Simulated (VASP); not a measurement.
# Te (C2/c) in VASP: a series of runs

The runs below take Te through single point, with PBE.

Everything below comes from runs of VASP 6.6.1. Logs are shortened: lines on timing, memory, paths and dates and some standing lists are left out, and cuts for length are marked.

## Step 1: The cell of the first run

The structure is monoclinic, space group C2/c (No. 15). The conventional cell has a = 3.046 Å, b = 8.668 Å, c = 5.113 Å, α = 90.00°, β = 90.77°, γ = 90.00°. Te (site symmetry 2) has 4 Te at 2.81 to 3.05 Å within 3.7 Å.

## Step 2: Single point, PBE (33.74 Å³/atom)

File INCAR:

```
SYSTEM = Te
ALGO = Normal
EDIFF = 1E-6
ENCUT = 520
GGA = PE
ISIF = 2
ISMEAR = -1
LASPH = .True.
LCHARG = .True.
LELF = .True.
LREAL = .False.
LVHAR = .True.
LWAVE = .False.
NBANDS = 13
NELM = 100
PREC = Accurate
SIGMA = 0.1
```

File KPOINTS:

```
k-points
0
Gamma
  14 14 7
  0 0 0
```

File POSCAR:

```
Te
1.0
   -3.2508322597      2.8781730232      1.4998732306
    2.8781730232     -3.2508322597      1.4998732306
    3.9419127816      3.9419127816     -2.1823993047
Te
2
Direct
    0.0581991006      0.9418008994      0.0000000000
    0.6918008994      0.3081991006      0.5000000000
```

Potentials or basis: VASP PAW PBE potentials, release 64 (Te).

Run with:

```bash
$ cat potpaw_PBE.64/Te/POTCAR > POTCAR
$ mpirun -np 1 vasp_std > vasp.out
```

OUTCAR:

```text
SYSTEM = Te
   EDIFF = 1E-6
   ENCUT = 520
   GGA = PE
   ISIF = 2
   ISMEAR = -1
   LASPH = .True.
   LREAL = .False.
   NELM = 100
   PREC = Accurate

 ion  position               nearest neighbor table
   1  0.058  0.942  0.000-   2 2.81   2 2.81
   2  0.692  0.308  0.500-   1 2.81   1 2.81

  Warning from LATTYP: Got some problem with cell dimensions!
  Tried to take original basis but could not verify dimensions!
  LATTYP: Found a base centered monoclinic cell.
 ALAT       =     3.0456901754
 B/A-ratio  =     2.8458976113
 C/A-ratio  =     1.6789078369
 COS(beta)  =    -0.0133811005

  Lattice vectors:

 A1 = (  -3.2508322597,   2.8781730232,   1.4998732306)
 A2 = (   2.8781730232,  -3.2508322597,   1.4998732306)
 A3 = (   3.5692535451,   3.5692535451,   0.8173471565)

Analysis of symmetry for initial positions (statically):
=====================================================================
 Subroutine PRICEL returns:
 Original cell was already a primitive cell.

 Routine SETGRP: Setting up the symmetry group for a
 base centered monoclinic supercell.

 Subroutine GETGRP returns: Found  4 space group operations
 (whereof  2 operations were pure point group operations)
 out of a pool of  4 trial point group operations.

The static configuration has the point symmetry C_2 .
 The point group associated with its full space group is C_2h.

Analysis of symmetry for dynamics (positions and initial velocities):
=====================================================================
 Subroutine PRICEL returns:
 Original cell was already a primitive cell.

 Routine SETGRP: Setting up the symmetry group for a
 base centered monoclinic supercell.

 Subroutine GETGRP returns: Found  4 space group operations
 (whereof  2 operations were pure point group operations)
 out of a pool of  4 trial point group operations.

The dynamic configuration has the point symmetry C_2 .
 The point group associated with its full space group is C_2h.

 Subroutine INISYM returns: Found  4 space group operations
 (whereof  2 operations are pure point group operations),
 and found     1 'primitive' translations

----------------------------------------------------------------------------------------

                                     Primitive cell

  volume of cell :      67.4892

  direct lattice vectors                    reciprocal lattice vectors
    -3.250832260  2.878173023  1.499873231     0.017517532  0.180676145  0.357983156
     2.878173023 -3.250832260  1.499873231     0.180676145  0.017517532  0.357983156
     3.941912782  3.941912782 -2.182399305     0.136210358  0.136210358  0.033842892

  length of vectors
     4.593627112  4.593627112  5.986670150     0.401375975  0.401375975  0.195580839

  position of ions in fractional coordinates (direct lattice)
     0.058199101  0.941800899  0.000000000
     0.691800899  0.308199101  0.500000000

  ion indices of the primitive-cell ions
   primitive index   ion index
                 1           1
                 2           2

----------------------------------------------------------------------------------------

 KPOINTS: k-points

Automatic generation of k-mesh.
 Grid dimensions read from file:
 generate k-points for:   14   14    7

 Generating k-lattice:

  Cartesian coordinates                     Fractional coordinates (reciprocal lattice)
     0.001251252  0.012905439  0.025570225     0.071428571  0.000000000  0.000000000
     0.012905439  0.001251252  0.025570225     0.000000000  0.071428571  0.000000000
     0.019458623  0.019458623  0.004834699     0.000000000  0.000000000  0.142857143

  Length of vectors
     0.028669712  0.028669712  0.027940120

  Shift w.r.t. Gamma in fractional coordinates (k-lattice)
     0.000000000  0.000000000  0.000000000

 Subroutine IBZKPT returns following result:
 ===========================================

 Found    372 irreducible k-points:

 Following reciprocal coordinates:
            Coordinates               Weight
  0.000000  0.000000  0.000000      1.000000
  0.071429  0.000000  0.000000      4.000000
  0.142857  0.000000  0.000000      4.000000
  0.214286  0.000000  0.000000      4.000000
  0.285714  0.000000  0.000000      4.000000
  0.357143  0.000000  0.000000      4.000000
[... 16 lines left out ...]
  0.214286  0.142857  0.000000      4.000000
  0.285714  0.142857  0.000000      4.000000
 [... further k-points ...]
   k-points           NKPTS =    372   k-points in BZ     NKDIM =    372   number of bands    NBANDS=     13
   number of dos      NEDOS =    301   number of ions     NIONS =      2
   total plane-waves  NPLWV =  62208
   dimension x,y,z NGX =    36 NGY =   36 NGZ =   48
   dimension x,y,z NGXF=    72 NGYF=   72 NGZF=   96
   ions per type =               2
   NGX,Y,Z   is equivalent  to a cutoff of  13.03, 13.03, 13.33 a.u.
   NGXF,Y,Z  is equivalent  to a cutoff of  26.06, 26.06, 26.66 a.u.
 SYSTEM =  Te
   PREC   = accura    normal or accurate (medium, high low for compatibility)
   ISTART =      0    job   : 0-new  1-cont  2-samecut
   ICHARG =      2    charge: 1-file 2-atom 10-const
   ISPIN  =      1    spin polarized calculation?
   LNONCOLLINEAR =      F non collinear calculations
   LSORBIT =      F    spin-orbit coupling
   LASPH  =      T    aspherical Exc in radial PAW
   ENCUT  =  520.0 eV  38.22 Ry    6.18 a.u.   8.54  8.54 11.13*2*pi/ulx,y,z
   NELM   =    100;   NELMIN=  2; NELMDL= -5     # of ELM steps
   EDIFF  = 0.1E-05   stopping-criterion for ELM
   LREAL  =      F    real-space projection
   EDIFFG = 0.1E-04   stopping-criterion for IOM
   NSW    =      0    number of steps for IOM
   IBRION =     -1    ionic relax: 0-MD 1-quasi-New 2-CG
   NFREE  =      0    steps in history (QN), initial steepest desc. (CG)
   ISIF   =      2    stress and relaxation
   ISYM   =      2    0-nonsym 1-usesym 2-fastsym
   POTIM  = 0.5000    time-step for ionic-motion
   TEBEG  =    0.0;   TEEND  =   0.0 temperature during run
   PSTRESS=    0.0 pullay stress
   NELECT =      12.0000    total number of electrons
   NUPDOWN=      -1.0000    fix difference up-down
   EMIN   =  10.00;   EMAX   =-10.00  energy-range for DOS
   EFERMI =   0.00;   METHOD = LEGACY
   ISMEAR =    -1;   SIGMA  =   0.10  broadening in eV -4-tet -1-fermi 0-gaus
   EFERMI_NEDOS =   21; number of points for ismear=-14 and -15
   IALGO  =     38    algorithm
   IMIX   =      4    mixing-type and parameters
     AMIX     =   0.40;   BMIX     =  1.00
     AMIX_MAG =   1.60;   BMIX_MAG =  1.00
  volume/ion in A,a.u.               =      33.74       227.72
  Fermi-wavevector in a.u.,A,eV,Ry     =   0.920571  1.739626 11.530261  0.847450
  Thomas-Fermi vector in A             =   2.045891
   LORBIT       =      0    0 simple, 1 ext, 2 COOP (PROOUT), +10 PAW based schemes
   GGA     = PE    functional components
   LHFCALC =     F    Hartree Fock is set to
   AEXX    =    0.0000 exact exchange contribution
   IVDW    =     0    specifies the selected vdW correction
   LEPSILON=     F    determine dielectric tensor
   LRPA    =     F    only Hartree local field effects (RPA)
 non-spin polarized calculation
  energy-cutoff  :      520.00
  volume of cell :       67.49
 maximum number of plane-waves:      1837
 NGX is ok and might be reduce to    36
   NGX = 17   NGY = 17   NGZ = 23

 number of electron      11.9999999 magnetization

 Free energy of the ion-electron system (eV)
  ---------------------------------------------------
  ext. energy  EPLUGINS =         0.00000000
  ---------------------------------------------------
  free energy    TOTEN  =        -5.91267328 eV

  energy without entropy =       -5.88351015  energy(sigma->0) =       -5.89809172

 E-fermi :   6.0519     XC(G=0):  -9.0000

 val. band max:        6.0510602233   @ k =  -0.0714   0.2857   0.1429
 cond. band min:       6.0571375089   @ k =   0.3571   0.2143   0.1429
 fundamental gap:      0.0060772855
 Fermi energy:         6.0518886701

 k-point     1 :       0.0000    0.0000    0.0000
  band No.  band energies     occupation
      1      -8.1278      2.00000
      2      -4.3622      2.00000
      3      -0.1660      2.00000
      4       3.7364      2.00000
      5       4.0345      2.00000
      6       8.1815      0.00000
      7       8.2779      0.00000
      8      10.6519      0.00000
      9      10.8080      0.00000
     10      11.2976      0.00000
     11      12.8717      0.00000
     12      13.5256      0.00000
     13      16.6314      0.00000

 k-point     2 :       0.0714    0.0000    0.0000
  band No.  band energies     occupation
      1      -8.0232      2.00000
      2      -4.4012      2.00000
      3       0.0314      2.00000
      4       3.6898      2.00000
      5       4.2251      2.00000
      6       7.4810      0.00000
      7       8.0742      0.00000
      8      10.0413      0.00000
      9      10.8124      0.00000
     10      11.2988      0.00000
     11      13.2889      0.00000
     12      14.4070      0.00000
     13      16.3870      0.00000

 k-point     3 :       0.1429    0.0000    0.0000
  band No.  band energies     occupation
      1      -7.7126      2.00000
      2      -4.4769      2.00000
      3       0.5560      2.00000
      4       3.7527      2.00000
      5       4.5441      2.00000
      6       5.9443      1.49132
      7       7.9263      0.00000
      8       8.4042      0.00000
      9      10.9582      0.00000
     10      11.6325      0.00000
     11      14.1251      0.00000
     12      14.5198      0.00000
     13      15.5796      0.00000

 k-point     4 :       0.2143    0.0000    0.0000
  band No.  band energies     occupation
      1      -7.2078      2.00000
      2      -4.5152      2.00000
      3       1.2547      2.00000
      4       3.8201      2.00000
      5       4.5003      2.00000
      6       4.8716      1.99999
      7       6.5038      0.02156
      8       8.0633      0.00000
      9      11.0724      0.00000
     10      12.1098      0.00000
     11      12.9786      0.00000
     12      14.4434      0.00000
     13      15.0648      0.00000

 k-point     5 :       0.2857    0.0000    0.0000
  band No.  band energies     occupation
      1      -6.5356      2.00000
      2      -4.4737      2.00000
      3       1.9501      2.00000
      4       2.7856      2.00000
      5       4.2341      2.00000
      6       4.5566      2.00000
      7       5.5868      1.98108
      8       8.4135      0.00000
      9      11.0791      0.00000
     10      11.5649      0.00000
     11      12.8765      0.00000
     12      13.5619      0.00000
     13      14.1572      0.00000
[... 257 lines left out ...]
 k-point    22 :       0.1429    0.1429    0.0000
  band No.  band energies     occupation
      1      -6.5774      2.00000
      2      -4.4900      2.00000
      3       2.1701      2.00000
      4       2.7888      2.00000
      5       4.4627      2.00000
      6       4.5267      2.00000
      7       5.8706      1.71942
      8       8.0604      0.00000
      9      10.6263      0.00000
     10      11.6353      0.00000
     11      12.4334      0.00000
     12      13.0011      0.00000
     13      14.1459      0.00000

 k-point    23 :       0.2143    0.1429    0.0000
  band No.  band energies     occupation
      1      -5.8031      2.00000
      2      -4.3985      2.00000
      3       1.6622      2.00000
      4       2.7837      2.00000
      5       3.0372      2.00000
      6       4.4597      2.00000
      7       6.6810      0.00370
      8       8.3755      0.00000
      9      10.2586      0.00000
     10      11.3102      0.00000
     11      11.7103      0.00000
     12      12.4300      0.00000
     13      13.9644      0.00000

 k-point    24 :       0.2857    0.1429    0.0000
  band No.  band energies     occupation
      1      -5.0245      2.00000
      2      -4.3272      2.00000
      3       0.9256      2.00000
      4       1.5466      2.00000
      5       3.4562      2.00000
      6       4.2017      2.00000
      7       7.6142      0.00000
      8       8.6012      0.00000
      9      10.0583      0.00000
     10      10.4432      0.00000
     11      12.1340      0.00000
     12      12.5886      0.00000
     13      14.2834      0.00000

 [... further k-points ...]
[... 5 lines left out ...]
  --------------------------------------------------------------------------------------
  -------------------------------------------------------------------------------------
  Total        2.5345906      2.5345906      3.1759607      1.7219528      0.1164771      0.1164772
  in kB       60.1705498     60.1705498     75.3965174     40.8787314      2.7651367      2.7651386
  external PRESSURE =      65.2458723 kB  Pullay stress =       0.0000000 kB

 VOLUME and BASIS-vectors are now :
 -----------------------------------------------------------------------------
  energy-cutoff  :      520.00
  volume of cell :       67.49
      direct lattice vectors                 reciprocal lattice vectors
    -3.250832260  2.878173023  1.499873231     0.017517532  0.180676145  0.357983156
     2.878173023 -3.250832260  1.499873231     0.180676145  0.017517532  0.357983156
     3.941912782  3.941912782 -2.182399305     0.136210358  0.136210358  0.033842892

 POSITION                                       TOTAL-FORCE (eV/Angst)
 -----------------------------------------------------------------------------------
      2.52147     -2.89413      1.49987         0.413368     -0.413368      0.000000
      0.60908      2.96018      0.40867        -0.413368      0.413368     -0.000000
 -----------------------------------------------------------------------------------
    total drift:                               -0.000000      0.000000      0.000000

  FREE ENERGIE OF THE ION-ELECTRON SYSTEM (eV)
  ---------------------------------------------------
  free  energy   TOTEN  =        -5.9126732818 eV

  energy  without entropy=       -5.8835101493  energy(sigma->0) =       -5.89809172
```

It took 1.7 min on 1 thread of Intel Xeon 6975P-C (Granite Rapids), shared host; peak memory 0.43 GiB.

What came out:

```yaml
Free_energy: -5.9127 eV
Pressure: 6.5 GPa
Largest_force: 0.585 eV/Å
Band_gap_on_the_k_mesh: zero (bands 6 and 7 overlap by 3.36 eV)
```

Forces in eV/Å, atoms in the order of the input:
```
Te   0.413 -0.413  0.000
Te  -0.413  0.413  0.000
```

Stress tensor (GPa, compression positive):
```
6.02 4.09 0.28
4.09 6.02 0.28
0.28 0.28 7.54
```

Levels at points of the mesh, in eV from the Fermi level:
| k point | band 3 | band 4 | band 5 | band 6 | band 7 | band 8 | band 9 | band 10 |
| --- | --- | --- | --- | --- | --- | --- | --- | --- |
| (0.00, 0.00, 0.00) | -6.22 | -2.32 | -2.02 | 2.13 | 2.23 | 4.60 | 4.76 | 5.25 |
| (0.50, 0.00, 0.00) | -5.26 | -5.25 | -2.35 | -2.30 | 2.29 | 2.29 | 3.97 | 3.98 |
| (0.50, 0.50, 0.00) | -5.87 | -4.15 | -2.18 | 0.17 | 1.95 | 4.90 | 6.87 | 9.01 |

Caveat: the cell stands under pressure; spin-orbit coupling is left out, which moves the levels of the heavy elements.

## Step 3: Single point, PBE

This run uses another cell than the first one, of 38.35 Å³/atom.

File INCAR:

```
SYSTEM = Te
PREC     = Accurate       ! precision mode
ENCUT    = 520            ! plane-wave cutoff, eV
EDIFF    = 1E-7           ! SCF threshold, eV
ISMEAR   = -1             ! smearing method
SIGMA    = 0.1            ! smearing width, eV
LREAL    = .FALSE.        ! projectors in reciprocal space
LASPH    = .TRUE.         ! aspherical terms in the spheres
NELM     = 100            ! most SCF steps
ALGO     = Normal         ! electronic algorithm
ISIF     = 2              ! what is computed and relaxed
LWAVE    = .FALSE.        ! write WAVECAR
LCHARG   = .FALSE.        ! write CHGCAR
GGA      = PE             ! functional
NBANDS   = 13             ! bands
ISYM     = 0
```

File KPOINTS:

```
regular mesh
0
G
  11 11 8
  0 0 0
```

File POSCAR:

```
Te
1.0
   -3.3923475260      3.0034656835      1.5651657289
    3.0034656835     -3.3923475260      1.5651657289
    4.1135121730      4.1135121730     -2.2774035357
Te
2
Direct
    0.0581991006      0.9418008994      0.0000000000
    0.6918008994      0.3081991006      0.5000000000
```

Potentials or basis: VASP PAW PBE potentials, release 64 (Te).

Run with:

```bash
$ cat potpaw_PBE.64/Te/POTCAR > POTCAR
$ mpirun -np 1 vasp_std > vasp.out
```

Wall time 2.6 min (1 thread of Intel Xeon 6975P-C (Granite Rapids), shared host); peak memory 0.54 GiB.

It converged, with:

| Item | Value |
| --- | --- |
| Free energy | -6.1077 eV |
| Pressure | 0.0 GPa |
| Largest force | 0.003 eV/Å |
| Band gap on the k mesh | zero (bands 6 and 7 overlap by 2.83 eV) |

Forces on the atoms (eV/Å):
```
Te   0.002 -0.002  0.000
Te  -0.002  0.002  0.000
```

Levels at points of the mesh, in eV from the Fermi level:
```csv
k point,band 2,band 3,band 4,band 5,band 6,band 7,band 8,band 9,band 10,band 11
"(0.00, 0.00, 0.00)",-10.16,-5.35,-1.89,-1.61,1.90,2.00,3.95,4.64,5.40,7.00
"(0.00, 0.00, 0.50)",-12.08,-3.02,-3.02,0.11,0.11,2.80,2.80,4.09,4.09,8.38
```

Caveat: spin-orbit coupling is left out, which moves the levels of the heavy elements.
